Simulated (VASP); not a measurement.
Crystal: NaH.

```
CELL_PARAMETERS angstrom
0.07479 2.59692 2.59692
2.59692 0.07479 2.59692
2.67171 2.67171 0.00000
ATOMIC_POSITIONS crystal
Na 0.00557 0.00557 0.99443
H 0.24443 0.24443 0.25557
```

This cell differs from its parent crystal: shear xy strain +5.8%.

Base run:

* Program: VASP 6.6.1
* Functional: r2SCAN
* Potentials or basis: VASP PAW PBE potentials, release 64 (Na_pv, H)
* Cutoff: 520 eV
* k mesh: 8 × 8 × 8
* Occupations: gaussian, width 0.01 eV
* Spin: no spin polarisation

Its results: band gap on the k mesh 3.91 eV (least direct gap 4.70 eV); pressure -0.2 GPa.

Task: The run is repeated on the same cell with these changes: functional from r2SCAN to PBE; occupations from gaussian, width 0.01 eV to fermi-dirac, width 0.02 eV. What comes out?

Result: Band gap on the k mesh 3.46 eV (least direct gap 4.27 eV); pressure 0.2 GPa.

Caveats: the PAW data sets were made with another functional, which shifts forces and pressure a little (at least some runs).

A k mesh can miss the band edges.
